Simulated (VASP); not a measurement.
# Si (P1) in VASP: single point with PBE

Aim: the single point of Si with PBE.

Program: VASP 6.6.1. These are calculated values, not measurements. Logs are shortened: lines on timing, memory, paths and dates and some standing lists are left out, and cuts for length are marked.

### Step 1. The cell of the first run

The typed cell holds 8 atoms: a = 4.947 Å, b = 5.391 Å, c = 4.591 Å, α = 89.99°, β = 90.00°, γ = 89.90°.

### Step 2. Single point, PBE

File INCAR:

```
  PREC = Accurate
  ENCUT = 520
  EDIFF = 1E-7
  ISMEAR = 0
  SIGMA = 0.2
  LREAL = False
  LASPH = True
  NELM = 80
  ALGO = Normal
  ISIF = 2
  LWAVE = False
  LCHARG = False
  GGA = PE
  NBANDS = 26
```

File KPOINTS:

```
regular mesh
0
Gamma
  4 4 4
```

File POSCAR:

```
Si
1.0
    4.9467661134      0.0019049463      0.0004871106
    0.0069310706      5.3907885405     -0.0053126261
   -0.0004656796      0.0054186391      4.5913431072
Si
8
Direct
    0.2498137969      0.0856672757      0.2510127074
    0.2500211181      0.4142651931      0.7490001429
    0.2501385228      0.5854770315      0.2490009836
    0.2500473490      0.9144598880      0.7510936941
    0.7499523671      0.1642986168      0.2505687305
    0.7499115501      0.3358009389      0.7505480133
    0.7502573873      0.6643012878      0.2494655876
    0.7498579086      0.8357297680      0.7493101406
```

Potentials or basis: VASP PAW PBE potentials, release 64 (Si).

Launch:

```bash
cat potpaw_PBE.64/Si/POTCAR > POTCAR
mpirun -np 1 vasp_std > vasp.out
```

OUTCAR:

```text
PREC = Accurate
   ENCUT = 520
   EDIFF = 1E-7
   ISMEAR = 0
   LREAL = False
   LASPH = True
   NELM = 80
   ISIF = 2
   GGA = PE

 ion  position               nearest neighbor table
   1  0.250  0.086  0.251-   4 2.47   4 2.47   5 2.51   5 2.51   3 2.69   3 2.70   2 2.89   2 2.91

   2  0.250  0.414  0.749-   3 2.47   3 2.47   6 2.51   6 2.51   4 2.69   4 2.70   1 2.89   1 2.91

   3  0.250  0.585  0.249-   2 2.47   2 2.47   7 2.51   7 2.51   1 2.69   1 2.70   4 2.89   4 2.91

   4  0.250  0.914  0.751-   1 2.47   1 2.47   8 2.51   8 2.51   2 2.69   2 2.70   3 2.89   3 2.91

   5  0.750  0.164  0.251-   6 2.47   6 2.47   1 2.51   1 2.51   7 2.70   7 2.70   8 2.89   8 2.90

   6  0.750  0.336  0.751-   5 2.47   5 2.47   2 2.51   2 2.51   8 2.70   8 2.70   7 2.90   7 2.90

   7  0.750  0.664  0.249-   8 2.47   8 2.48   3 2.51   3 2.51   5 2.70   5 2.70   6 2.90   6 2.90

   8  0.750  0.836  0.749-   7 2.47   7 2.48   4 2.51   4 2.51   6 2.70   6 2.70   5 2.89   5 2.90

  LATTYP: Found a triclinic cell.
 ALAT       =     5.3907956140
 B/A-ratio  =     1.3583499809
 C/A-ratio  =     0.8517010581
 COS(alpha) =     0.0001415393
 COS(beta)  =     0.0001945545
 COS(gamma) =     0.7373159461

  Lattice vectors:

 A1 = (  -0.0069310706,  -5.3907885405,   0.0053126261)
 A2 = (  -4.9536971840,  -5.3926934868,   0.0048255155)
 A3 = (   0.0004656796,  -0.0054186391,  -4.5913431072)

Analysis of symmetry for initial positions (statically):
=====================================================================
 Subroutine PRICEL returns:
 Original cell was already a primitive cell.

 Routine SETGRP: Setting up the symmetry group for a
 triclinic supercell.

 Subroutine GETGRP returns: Found  1 space group operations
 (whereof  1 operations were pure point group operations)
 out of a pool of  2 trial point group operations.

The static configuration has the point symmetry C_1 .

Analysis of symmetry for dynamics (positions and initial velocities):
=====================================================================
 Subroutine PRICEL returns:
 Original cell was already a primitive cell.

 Routine SETGRP: Setting up the symmetry group for a
 triclinic supercell.

 Subroutine GETGRP returns: Found  1 space group operations
 (whereof  1 operations were pure point group operations)
 out of a pool of  2 trial point group operations.

The dynamic configuration has the point symmetry C_1 .

 Subroutine INISYM returns: Found  1 space group operations
 (whereof  1 operations are pure point group operations),
 and found     1 'primitive' translations

----------------------------------------------------------------------------------------

                                     Primitive cell

  volume of cell :     122.4373

  direct lattice vectors                    reciprocal lattice vectors
     4.946766113  0.001904946  0.000487111     0.202152368 -0.000259892  0.000020810
     0.006931071  5.390788541 -0.005312626    -0.000071413  0.185501495 -0.000218934
    -0.000465680  0.005418639  4.591343107    -0.000021530  0.000214671  0.217800936

  length of vectors
     4.946766504  5.390795614  4.591346328     0.202152536  0.185501638  0.217801043

  position of ions in fractional coordinates (direct lattice)
     0.249813797  0.085667276  0.251012707
     0.250021118  0.414265193  0.749000143
     0.250138523  0.585477031  0.249000984
     0.250047349  0.914459888  0.751093694
     0.749952367  0.164298617  0.250568730
     0.749911550  0.335800939  0.750548013
     0.750257387  0.664301288  0.249465588
     0.749857909  0.835729768  0.749310141

  ion indices of the primitive-cell ions
   primitive index   ion index
                 1           1
                 2           2
                 3           3
                 4           4
                 5           5
                 6           6
                 7           7
                 8           8

----------------------------------------------------------------------------------------

 KPOINTS: regular mesh

Automatic generation of k-mesh.
 Grid dimensions read from file:
 generate k-points for:    4    4    4

 Generating k-lattice:

  Cartesian coordinates                     Fractional coordinates (reciprocal lattice)
     0.050538092 -0.000064973  0.000005203     0.250000000  0.000000000  0.000000000
    -0.000017853  0.046375374 -0.000054733    -0.000000000  0.250000000  0.000000000
    -0.000005382  0.000053668  0.054450234     0.000000000 -0.000000000  0.250000000

  Length of vectors
     0.050538134  0.046375409  0.054450261

  Shift w.r.t. Gamma in fractional coordinates (k-lattice)
     0.000000000  0.000000000  0.000000000

 Subroutine IBZKPT returns following result:
 ===========================================

 Found     36 irreducible k-points:

 Following reciprocal coordinates:
            Coordinates               Weight
  0.000000  0.000000  0.000000      1.000000
  0.250000  0.000000  0.000000      2.000000
  0.500000  0.000000  0.000000      1.000000
 -0.000000  0.250000  0.000000      2.000000
  0.250000  0.250000 -0.000000      2.000000
  0.500000  0.250000  0.000000      2.000000
[... 16 lines left out ...]
  0.000000 -0.250000  0.250000      2.000000
  0.250000 -0.250000  0.250000      2.000000
 [... further k-points ...]
   k-points           NKPTS =     36   k-points in BZ     NKDIM =     36   number of bands    NBANDS=     26
   number of dos      NEDOS =    301   number of ions     NIONS =      8
   total plane-waves  NPLWV =  57600
   dimension x,y,z NGX =    40 NGY =   40 NGZ =   36
   dimension x,y,z NGXF=    80 NGYF=   80 NGZF=   72
   ions per type =               8
   NGX,Y,Z   is equivalent  to a cutoff of  13.44, 12.34, 13.04 a.u.
   NGXF,Y,Z  is equivalent  to a cutoff of  26.89, 24.67, 26.07 a.u.
 SYSTEM =  unknown system
   PREC   = accura    normal or accurate (medium, high low for compatibility)
   ISTART =      0    job   : 0-new  1-cont  2-samecut
   ICHARG =      2    charge: 1-file 2-atom 10-const
   ISPIN  =      1    spin polarized calculation?
   LNONCOLLINEAR =      F non collinear calculations
   LSORBIT =      F    spin-orbit coupling
   LASPH  =      T    aspherical Exc in radial PAW
   ENCUT  =  520.0 eV  38.22 Ry    6.18 a.u.   9.20 10.02  8.54*2*pi/ulx,y,z
   NELM   =     80;   NELMIN=  2; NELMDL= -5     # of ELM steps
   EDIFF  = 0.1E-06   stopping-criterion for ELM
   LREAL  =      F    real-space projection
   EDIFFG = 0.1E-05   stopping-criterion for IOM
   NSW    =      0    number of steps for IOM
   IBRION =     -1    ionic relax: 0-MD 1-quasi-New 2-CG
   NFREE  =      0    steps in history (QN), initial steepest desc. (CG)
   ISIF   =      2    stress and relaxation
   ISYM   =      2    0-nonsym 1-usesym 2-fastsym
   POTIM  = 0.5000    time-step for ionic-motion
   TEBEG  =    0.0;   TEEND  =   0.0 temperature during run
   PSTRESS=    0.0 pullay stress
   NELECT =      32.0000    total number of electrons
   NUPDOWN=      -1.0000    fix difference up-down
   EMIN   =  10.00;   EMAX   =-10.00  energy-range for DOS
   EFERMI =   0.00;   METHOD = LEGACY
   ISMEAR =     0;   SIGMA  =   0.20  broadening in eV -4-tet -1-fermi 0-gaus
   EFERMI_NEDOS =   21; number of points for ismear=-14 and -15
   IALGO  =     38    algorithm
   IMIX   =      4    mixing-type and parameters
     AMIX     =   0.40;   BMIX     =  1.00
     AMIX_MAG =   1.60;   BMIX_MAG =  1.00
  volume/ion in A,a.u.               =      15.30       103.28
  Fermi-wavevector in a.u.,A,eV,Ry     =   1.046695  1.977967 14.906148  1.095571
  Thomas-Fermi vector in A             =   2.181544
   LORBIT       =      0    0 simple, 1 ext, 2 COOP (PROOUT), +10 PAW based schemes
   GGA     = PE    functional components
   LHFCALC =     F    Hartree Fock is set to
   AEXX    =    0.0000 exact exchange contribution
   IVDW    =     0    specifies the selected vdW correction
   LEPSILON=     F    determine dielectric tensor
   LRPA    =     F    only Hartree local field effects (RPA)
 non-spin polarized calculation
 Gauss-broadening in eV      SIGMA  =   0.20
  energy-cutoff  :      520.00
  volume of cell :      122.44
 maximum number of plane-waves:      3322
 NGX is ok and might be reduce to    40
   NGX = 19   NGY = 21   NGZ = 17

 number of electron      32.0000001 magnetization

 Free energy of the ion-electron system (eV)
  ---------------------------------------------------
  ext. energy  EPLUGINS =         0.00000000
  ---------------------------------------------------
  free energy    TOTEN  =       -41.11040308 eV

  energy without entropy =      -41.06006410  energy(sigma->0) =      -41.08523359

 E-fermi :   9.2785     XC(G=0): -10.8908

 val. band max:        9.2685173545   @ k =   0.2500   0.2500   0.5000
 cond. band min:       9.2929827209   @ k =   0.0000   0.2500   0.5000
 fundamental gap:      0.0244653664
 Fermi energy:         9.2785332405

 k-point     1 :       0.0000    0.0000    0.0000
  band No.  band energies     occupation
      1      -4.6117      2.00000
      2       0.2339      2.00000
      3       0.2361      2.00000
      4       0.2701      2.00000
      5       1.6842      2.00000
      6       2.2574      2.00000
[... 18 lines left out ...]
     25      13.1201      0.00000
     26      13.8985      0.00000

 k-point     2 :       0.2500    0.0000    0.0000
  band No.  band energies     occupation
      1      -4.2483      2.00000
      2      -1.4244      2.00000
      3       0.5698      2.00000
      4       0.5796      2.00000
      5       2.0471      2.00000
      6       2.9153      2.00000
[... 18 lines left out ...]
     25      14.2061      0.00000
     26      14.8218      0.00000

 k-point     3 :       0.5000    0.0000    0.0000
  band No.  band energies     occupation
      1      -3.1685      2.00000
      2      -3.1681      2.00000
      3       1.2989      2.00000
      4       1.3202      2.00000
      5       2.0543      2.00000
      6       2.0659      2.00000
[... 18 lines left out ...]
     25      13.7735      0.00000
     26      13.8102      0.00000

 k-point     4 :      -0.0000    0.2500    0.0000
  band No.  band energies     occupation
      1      -4.3022      2.00000
      2      -1.8526      2.00000
      3       0.5739      2.00000
      4       1.9788      2.00000
      5       2.4548      2.00000
      6       2.5456      2.00000
[... 18 lines left out ...]
     25      13.9027      0.00000
     26      14.4253      0.00000

 k-point     5 :       0.2500    0.2500   -0.0000
  band No.  band energies     occupation
      1      -3.9404      2.00000
      2      -1.4921      2.00000
      3      -1.1166      2.00000
      4       1.2350      2.00000
      5       2.3392      2.00000
      6       3.1942      2.00000
[... 18 lines left out ...]
     25      12.9146      0.00000
     26      13.6252      0.00000

 k-point     6 :       0.5000    0.2500    0.0000
  band No.  band energies     occupation
      1      -2.8632      2.00000
      2      -2.8588      2.00000
      3      -0.4439      2.00000
      4      -0.4305      2.00000
      5       3.4143      2.00000
      6       3.4185      2.00000
[... 427 lines left out ...]
 k-point    21 :       0.5000    0.5000    0.2500
  band No.  band energies     occupation
      1      -1.5281      2.00000
      2      -1.5261      2.00000
      3      -1.5192      2.00000
      4      -1.5166      2.00000
      5       1.7875      2.00000
      6       1.7900      2.00000
[... 18 lines left out ...]
     25      13.5375      0.00000
     26      13.5566      0.00000

 k-point    22 :      -0.2500    0.5000    0.2500
  band No.  band energies     occupation
      1      -2.5955      2.00000
      2      -2.5908      2.00000
      3       0.1982      2.00000
      4       0.2117      2.00000
      5       0.7390      2.00000
      6       0.7459      2.00000
[... 18 lines left out ...]
     25      14.2747      0.00000
     26      14.3024      0.00000

 k-point    23 :       0.0000   -0.2500    0.2500
  band No.  band energies     occupation
      1      -3.8750      2.00000
      2      -1.4350      2.00000
      3      -0.5080      2.00000
      4       0.9973      2.00000
      5       1.7679      2.00000
      6       2.9405      2.00000
[... 18 lines left out ...]
     25      13.7293      0.00000
     26      13.7537      0.00000

 k-point    24 :       0.2500   -0.2500    0.2500
  band No.  band energies     occupation
      1      -3.5117      2.00000
      2      -1.0819      2.00000
      3      -0.7014      2.00000
      4      -0.1503      2.00000
      5       1.6579      2.00000
      6       2.1471      2.00000
[... 18 lines left out ...]
     25      13.6506      0.00000
     26      14.6494      0.00000

 [... further k-points ...]

------------------------ aborting loop because EDIFF is reached ----------------------------------------

  FORCE on cell =-STRESS in cart. coord.  units (eV):
  Direction    XX          YY          ZZ          XY          YZ          ZX
  --------------------------------------------------------------------------------------
  -------------------------------------------------------------------------------------
  Total       -0.0956158      0.1423039     -0.1978220     -0.0384829     -0.0090640      0.0001499
  in kB       -1.2511996      1.8621453     -2.5886389     -0.5035753     -0.1186089      0.0019617
  external PRESSURE =      -0.6592311 kB  Pullay stress =       0.0000000 kB

 VOLUME and BASIS-vectors are now :
 -----------------------------------------------------------------------------
  energy-cutoff  :      520.00
  volume of cell :      122.44
      direct lattice vectors                 reciprocal lattice vectors
     4.946766113  0.001904946  0.000487111     0.202152368 -0.000259892  0.000020810
     0.006931071  5.390788541 -0.005312626    -0.000071413  0.185501495 -0.000218934
    -0.000465680  0.005418639  4.591343107    -0.000021530  0.000214671  0.217800936

 POSITION                                       TOTAL-FORCE (eV/Angst)
 -----------------------------------------------------------------------------------
      1.23625      0.46365      1.15215         0.002590     -0.001383     -0.010983
      1.23932      2.23775      3.43684        -0.000781      0.002040      0.012031
      1.24132      3.15801      1.14026        -0.000775      0.001672      0.011537
      1.24291      4.93421      3.44379        -0.002356     -0.000924     -0.013536
      3.71086      0.88849      1.14994        -0.000368      0.001901     -0.007126
      3.71161      1.81573      3.44460         0.001337     -0.003153     -0.006130
      3.71584      3.58389      1.14222        -0.002833      0.001952      0.004184
      3.71482      4.51073      3.43627         0.003184     -0.002105      0.010022
 -----------------------------------------------------------------------------------
    total drift:                               -0.000000     -0.000000     -0.000000

  FREE ENERGIE OF THE ION-ELECTRON SYSTEM (eV)
  ---------------------------------------------------
  free  energy   TOTEN  =       -41.1104030815 eV

  energy  without entropy=      -41.0600640995  energy(sigma->0) =      -41.08523359
```

It took 2 min on 1 thread of AMD EPYC 7R13, shared host; peak memory 0.26 GiB.

Results:

- Free energy: -41.1104 eV
- Pressure: -0.1 GPa
- Largest force: 0.014 eV/Å
- Band gap on the k mesh: zero (bands 16 and 17 overlap by 2.82 eV)

Forces in eV/Å, atoms in the order of the input:
```
Si   0.003 -0.001 -0.011
Si  -0.001  0.002  0.012
Si  -0.001  0.002  0.012
Si  -0.002 -0.001 -0.014
Si   0.000  0.002 -0.007
Si   0.001 -0.003 -0.006
Si  -0.003  0.002  0.004
Si   0.003 -0.002  0.010
```

The gap in the log of VASP goes by the Fermi energy; the results here count the filled bands.